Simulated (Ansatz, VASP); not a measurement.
**Rh in VASP and in Ansatz**

```xyz
1
Lattice="0.0000 1.7545 1.7545 1.7545 0.0000 1.7545 1.7545 1.7545 0.0000" Properties=species:S:1:pos:R:3 pbc="T T T"
Rh    0.0000    0.0000    0.0000
```

Change from the starting cell: volume scaled by 0.8, LAPW.

Alike in both runs: task single point; functional PBEsol; k mesh 17 × 17 × 17; occupations fermi-dirac, width 0.05 eV; no spin polarisation.

|  | VASP | Ansatz |
| --- | --- | --- |
| version | VASP 6.6.1 | Ansatz 0.2.0 |
| potentials or method | VASP PAW PBE potentials, release 64 (Rh_pv), cutoff 520 eV | all-electron LAPW, scalar-relativistic |

Ansatz gave:

* pressure (GPa): 115.1

What did VASP give for the same quantities?

Pressure (GPa): 115.4.

VASP's potentials were made for PBE, not for PBEsol. Both programs put the cell under a high pressure, so it lies far from rest at this level. Ansatz ran all-electron here, and VASP with PAW potentials.

Noted on VASP's run: the cell as given lies far from equilibrium.
